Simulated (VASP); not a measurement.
# Pd in VASP: single point with PBE

Aim: the single point of Pd with PBE.

All numbers are computed with VASP 6.6.1; they aren't measurements. Logs are shortened: lines on timing, memory, paths and dates and some standing lists are left out, and cuts for length are marked.

## (1) The cell of the first run

The cell holds a slab with vacuum, 17 atoms: a = 5.501 Å, b = 5.501 Å, c = 19.738 Å, α = 90.00°, β = 90.00°, γ = 60.00°.

## (2) Single point, PBE

File INCAR:

```
SYSTEM = Pd
PREC = Accurate ; ENCUT = 520
EDIFF = 1E-7 ; ISMEAR = -1
SIGMA = 0.1 ; LREAL = Auto
LASPH = .TRUE. ; NELM = 80
ALGO = Normal ; ISIF = 2
LWAVE = .FALSE. ; LCHARG = .FALSE.
GGA = PE ; NBANDS = 99
```

File KPOINTS:

```
regular mesh
0
G
  3 3 1
  0 0 0
```

File POSCAR:

```
Pd
1.0
    5.5012910000      0.0000000000      0.0000000000
    2.7506450000      4.7642580000      0.0000000000
    0.0000000000      0.0000000000     19.7376780000
Pd
17
Direct
    0.0000000000      0.0000000000      0.0506645209
    0.4999917292      0.0000000000      0.0506645209
   -0.0000010465      0.4999939130      0.0506645209
    0.5000088603      0.4999939130      0.0506645209
    0.1936863549      0.1540638647      0.1713980743
    0.6562257085      0.1492782297      0.1669649287
    0.1460530725      0.6939170801      0.1762365360
    0.6679138906      0.6445074973      0.1651511389
   -0.1744010453      0.3044125654      0.2924457477
    0.3030757069      0.3440619715      0.2884179183
   -0.2036614382      0.8416210877      0.2899074552
    0.3168267247      0.8477080796      0.2891576203
   -0.0498673212      0.0397123749      0.4186358699
    0.4710492195     -0.0103898655      0.4096834491
   -0.0441347290      0.5245307874      0.4145827083
    0.4762340223      0.5037720459      0.4059798726
    0.2037053784      0.6142404547      0.5122689711
```

Potentials or basis: VASP PAW PBE potentials, release 64 (Pd).

The run is started by

```sh
$ cat potpaw_PBE.64/Pd/POTCAR > POTCAR
$ mpirun -np 1 vasp_std > vasp.out
```

OUTCAR:

```text
SYSTEM = Pd
   PREC = Accurate
   ENCUT = 520
   EDIFF = 1E-7
   ISMEAR = -1
   LREAL = Auto
   LASPH = .TRUE.
   NELM = 80
   ISIF = 2
   GGA = PE

 ion  position               nearest neighbor table
   1  0.000  0.000  0.051-   2 2.75   4 2.75   3 2.75   3 2.75   4 2.75   2 2.75   6 2.82   7 2.88
                             5 2.90
   2  0.500  0.000  0.051-   6 2.72   1 2.75   3 2.75   4 2.75   4 2.75   3 2.75   1 2.75   5 2.79
                             8 2.82
   3  1.000  0.500  0.051-   4 2.75   1 2.75   2 2.75   1 2.75   2 2.75   4 2.75   8 2.76   5 2.90
                             7 2.96
   4  0.500  0.500  0.051-   8 2.71   3 2.75   1 2.75   2 2.75   2 2.75   1 2.75   3 2.75   6 2.84
                             7 3.00
   5  0.194  0.154  0.171-   6 2.53   7 2.67   8 2.71  10 2.72  12 2.75   2 2.79   8 2.80   7 2.85
                             3 2.90   1 2.90   9 2.97   6 2.97
   6  0.656  0.149  0.167-   5 2.53   7 2.61   2 2.72   8 2.75   8 2.76   1 2.82  11 2.84   4 2.84
                             7 2.91   9 2.92  10 2.93   5 2.97
   7  0.146  0.694  0.176-   6 2.61   5 2.67  12 2.71   8 2.75  10 2.77   8 2.78  11 2.80   5 2.85
                             1 2.88   6 2.91   3 2.96   4 3.00
   8  0.668  0.645  0.165-   4 2.71   5 2.71   6 2.75   7 2.75   6 2.76   3 2.76   7 2.78   5 2.80
                             2 2.82  11 2.92  12 2.97   9 2.99
   9  0.826  0.304  0.292-  12 2.61  11 2.63  10 2.74  10 2.77  13 2.79  16 2.79  11 2.88  12 2.90
                             6 2.92  15 2.94   5 2.97   8 2.99
  10  0.303  0.344  0.288-  12 2.69   5 2.72  11 2.74   9 2.74  11 2.76   9 2.77   7 2.77  12 2.81
                            16 2.81  14 2.93   6 2.93  15 2.99
  11  0.796  0.842  0.290-  12 2.62   9 2.63  10 2.74  10 2.76   7 2.80  14 2.83   6 2.84   9 2.88
                            12 2.88  15 2.89   8 2.92  13 3.05
  12  0.317  0.848  0.289-   9 2.61  11 2.62  10 2.69   7 2.71   5 2.75  14 2.77  10 2.81  16 2.83
                            11 2.88   9 2.90   8 2.97  13 3.10
  13  0.950  0.040  0.419-  16 2.59  15 2.68  14 2.74  17 2.75  14 2.79   9 2.79  15 2.82  16 2.93
                            11 3.05  12 3.10
  14  0.471  0.990  0.410-  15 2.62  16 2.66  13 2.74  12 2.77  13 2.79  11 2.83  16 2.84  15 2.89
                            10 2.93
  15  0.956  0.525  0.415-  17 2.55  14 2.62  13 2.68  16 2.70  16 2.81  13 2.82  11 2.89  14 2.89
                             9 2.94  10 2.99
  16  0.476  0.504  0.406-  17 2.47  13 2.59  14 2.66  15 2.70   9 2.79  10 2.81  15 2.81  12 2.83
                            14 2.84  13 2.93
  17  0.204  0.614  0.512-  16 2.47  15 2.55  13 2.75

  LATTYP: Found a hexagonal cell.
 ALAT       =     5.5012909582
 C/A-ratio  =     3.5878265938

  Lattice vectors:

 A1 = (  -2.7506450000,  -4.7642580000,   0.0000000000)
 A2 = (   5.5012910000,   0.0000000000,   0.0000000000)
 A3 = (   0.0000000000,   0.0000000000,  19.7376780000)

Analysis of symmetry for initial positions (statically):
=====================================================================
 Subroutine PRICEL returns:
 Original cell was already a primitive cell.

 Routine SETGRP: Setting up the symmetry group for a
 hexagonal supercell.

 Subroutine GETGRP returns: Found  1 space group operations
 (whereof  1 operations were pure point group operations)
 out of a pool of 24 trial point group operations.

The static configuration has the point symmetry C_1 .

Analysis of symmetry for dynamics (positions and initial velocities):
=====================================================================
 Subroutine PRICEL returns:
 Original cell was already a primitive cell.

 Routine SETGRP: Setting up the symmetry group for a
 hexagonal supercell.

 Subroutine GETGRP returns: Found  1 space group operations
 (whereof  1 operations were pure point group operations)
 out of a pool of 24 trial point group operations.

The dynamic configuration has the point symmetry C_1 .

 Subroutine INISYM returns: Found  1 space group operations
 (whereof  1 operations are pure point group operations),
 and found     1 'primitive' translations

----------------------------------------------------------------------------------------

                                     Primitive cell

  volume of cell :     517.3160

  direct lattice vectors                    reciprocal lattice vectors
     5.501291000  0.000000000  0.000000000     0.181775514 -0.104948118  0.000000000
     2.750645000  4.764258000  0.000000000     0.000000000  0.209896273  0.000000000
     0.000000000  0.000000000 19.737678000     0.000000000  0.000000000  0.050664521

  length of vectors
[... 45 lines left out ...]
Automatic generation of k-mesh.
 Grid dimensions read from file:
 generate k-points for:    3    3    1

 Generating k-lattice:

  Cartesian coordinates                     Fractional coordinates (reciprocal lattice)
     0.060591838 -0.034982706  0.000000000     0.333333333  0.000000000  0.000000000
     0.000000000  0.069965424  0.000000000     0.000000000  0.333333333  0.000000000
     0.000000000  0.000000000  0.050664521     0.000000000  0.000000000  1.000000000

  Length of vectors
     0.069965424  0.069965424  0.050664521

  Shift w.r.t. Gamma in fractional coordinates (k-lattice)
     0.000000000  0.000000000  0.000000000

 Subroutine IBZKPT returns following result:
 ===========================================

 Found      5 irreducible k-points:

 Following reciprocal coordinates:
            Coordinates               Weight
  0.000000  0.000000  0.000000      1.000000
  0.333333 -0.000000  0.000000      2.000000
  0.333333  0.333333  0.000000      2.000000
  0.000000  0.333333  0.000000      2.000000
 -0.333333  0.333333  0.000000      2.000000
   k-points           NKPTS =      5   k-points in BZ     NKDIM =      5   number of bands    NBANDS=     99
   number of dos      NEDOS =    301   number of ions     NIONS =     17
   total plane-waves  NPLWV = 264600
   dimension x,y,z NGX =    42 NGY =   42 NGZ =  150
   dimension x,y,z NGXF=    84 NGYF=   84 NGZF=  300
   ions per type =              17
   NGX,Y,Z   is equivalent  to a cutoff of  12.69, 12.69, 12.63 a.u.
   NGXF,Y,Z  is equivalent  to a cutoff of  25.38, 25.38, 25.27 a.u.
 SYSTEM =  Pd
   PREC   = accura    normal or accurate (medium, high low for compatibility)
   ISTART =      0    job   : 0-new  1-cont  2-samecut
   ICHARG =      2    charge: 1-file 2-atom 10-const
   ISPIN  =      1    spin polarized calculation?
   LNONCOLLINEAR =      F non collinear calculations
   LSORBIT =      F    spin-orbit coupling
   LASPH  =      T    aspherical Exc in radial PAW
   ENCUT  =  520.0 eV  38.22 Ry    6.18 a.u.  10.23 10.23 36.70*2*pi/ulx,y,z
   NELM   =     80;   NELMIN=  2; NELMDL= -5     # of ELM steps
   EDIFF  = 0.1E-06   stopping-criterion for ELM
   LREAL  =      T    real-space projection
   EDIFFG = 0.1E-05   stopping-criterion for IOM
   NSW    =      0    number of steps for IOM
   IBRION =     -1    ionic relax: 0-MD 1-quasi-New 2-CG
   NFREE  =      0    steps in history (QN), initial steepest desc. (CG)
   ISIF   =      2    stress and relaxation
   ISYM   =      2    0-nonsym 1-usesym 2-fastsym
   POTIM  = 0.5000    time-step for ionic-motion
   TEBEG  =    0.0;   TEEND  =   0.0 temperature during run
   PSTRESS=    0.0 pullay stress
   NELECT =     170.0000    total number of electrons
   NUPDOWN=      -1.0000    fix difference up-down
   EMIN   =  10.00;   EMAX   =-10.00  energy-range for DOS
   EFERMI =   0.00;   METHOD = LEGACY
   ISMEAR =    -1;   SIGMA  =   0.10  broadening in eV -4-tet -1-fermi 0-gaus
   EFERMI_NEDOS =   21; number of points for ismear=-14 and -15
   IALGO  =     38    algorithm
   IMIX   =      4    mixing-type and parameters
     AMIX     =   0.40;   BMIX     =  1.00
     AMIX_MAG =   1.60;   BMIX_MAG =  1.00
  volume/ion in A,a.u.               =      30.43       205.35
  Fermi-wavevector in a.u.,A,eV,Ry     =   1.129724  2.134869 17.364804  1.276277
  Thomas-Fermi vector in A             =   2.266419
   LORBIT       =      0    0 simple, 1 ext, 2 COOP (PROOUT), +10 PAW based schemes
   GGA     = PE    functional components
   LHFCALC =     F    Hartree Fock is set to
   AEXX    =    0.0000 exact exchange contribution
   IVDW    =     0    specifies the selected vdW correction
   LEPSILON=     F    determine dielectric tensor
   LRPA    =     F    only Hartree local field effects (RPA)
 non-spin polarized calculation
  energy-cutoff  :      520.00
  volume of cell :      517.32
 maximum number of plane-waves:     13974
 NGX is ok and might be reduce to    42
   NGX = 21   NGY = 21   NGZ = 73

 number of electron     169.9999993 magnetization

 Free energy of the ion-electron system (eV)
  ---------------------------------------------------
  ext. energy  EPLUGINS =         0.00000000
  ---------------------------------------------------
  free energy    TOTEN  =       -82.81893204 eV

  energy without entropy =      -81.61414678  energy(sigma->0) =      -82.21653941

 E-fermi :   2.1665     XC(G=0):  -7.4866

 val. band max:        2.1615200789   @ k =  -0.3333   0.3333   0.0000
 cond. band min:       2.1706480877   @ k =   0.3333  -0.0000   0.0000
 fundamental gap:      0.0091280087
 Fermi energy:         2.1665489736

 k-point     1 :       0.0000    0.0000    0.0000
  band No.  band energies     occupation
      1      -4.1612      2.00000
      2      -3.2955      2.00000
      3      -2.8186      2.00000
      4      -2.7154      2.00000
      5      -2.6361      2.00000
      6      -2.6110      2.00000
[... 489 lines left out ...]
     96       5.2659      0.00000
     97       5.3030      0.00000
 [bands above 97 left out]

------------------------ aborting loop because EDIFF is reached ----------------------------------------

  FORCE on cell =-STRESS in cart. coord.  units (eV):
  Direction    XX          YY          ZZ          XY          YZ          ZX
  --------------------------------------------------------------------------------------
  -------------------------------------------------------------------------------------
  Total       -0.4033012     -2.5686618     -6.8675223     -0.4159704      0.5555384      0.2046529
  in kB       -1.2490625     -7.9553916    -21.2693742     -1.2883001      1.7205555      0.6338298
  external PRESSURE =     -10.1579428 kB  Pullay stress =       0.0000000 kB

 VOLUME and BASIS-vectors are now :
 -----------------------------------------------------------------------------
  energy-cutoff  :      520.00
  volume of cell :      517.32
      direct lattice vectors                 reciprocal lattice vectors
     5.501291000  0.000000000  0.000000000     0.181775514 -0.104948118  0.000000000
     2.750645000  4.764258000  0.000000000     0.000000000  0.209896273  0.000000000
     0.000000000  0.000000000 19.737678000     0.000000000  0.000000000  0.050664521

 POSITION                                       TOTAL-FORCE (eV/Angst)
 -----------------------------------------------------------------------------------
      0.00000      0.00000      1.00000         0.073418     -0.067426      0.372701
      2.75060      0.00000      1.00000        -0.077262     -0.013235     -0.097472
      6.87659      2.38210      1.00000         0.142205     -0.047482      0.371601
      4.12600      2.38210      1.00000        -0.163844     -0.008165      0.185985
      1.48930      0.73400      3.38300        -1.417786      0.681077     -0.340044
      4.02070      0.71120      3.29550         1.003919      0.822479      0.334062
[... 9 lines left out ...]
      4.00560      2.40010      8.01310        -0.059988     -0.027728     -0.798779
      2.81020      2.92640     10.11100        -0.182255      0.423935      0.416668
 -----------------------------------------------------------------------------------
    total drift:                                0.000238     -0.002527      0.016360

  FREE ENERGIE OF THE ION-ELECTRON SYSTEM (eV)
  ---------------------------------------------------
  free  energy   TOTEN  =       -82.8189320376 eV

  energy  without entropy=      -81.6141467755  energy(sigma->0) =      -82.21653941
```

It took 10 min on 1 thread of Intel Xeon 6975P-C (Granite Rapids), shared host; peak memory 0.62 GiB.

What came out:

| Property | Result |
| --- | --- |
| Free energy | -82.8189 eV |
| Largest force | 1.609 eV/Å |
| Band gap on the k mesh | zero (bands 85 and 86 overlap by 0.38 eV) |

Forces on the atoms (eV/Å):
```
Pd   0.073 -0.067  0.373
Pd  -0.077 -0.013 -0.097
Pd   0.142 -0.047  0.372
Pd  -0.164 -0.008  0.186
Pd  -1.418  0.681 -0.340
Pd   1.004  0.822  0.334
Pd   0.046 -1.144 -0.610
Pd   0.196 -0.168  0.686
Pd  -0.009  1.271 -0.194
Pd   0.199  0.227  0.339
Pd   0.442 -0.599  0.093
Pd  -0.477 -0.876  0.241
Pd   0.187 -0.942 -0.255
Pd  -0.004  1.057  0.015
Pd   0.100 -0.589 -0.759
Pd  -0.060 -0.028 -0.799
Pd  -0.182  0.424  0.417
```

Levels at points of the mesh, in eV from the Fermi level:
| k point | band 84 | band 85 | band 86 | band 87 | band 88 | band 89 |
| --- | --- | --- | --- | --- | --- | --- |
| (0.00, 0.00, 0.00) | 0.23 | 0.27 | 0.30 | 0.42 | 0.43 | 0.44 |

Caveat: the k points lie up to 0.44 Å⁻¹ apart; the atoms stand as in a frame of molecular dynamics.
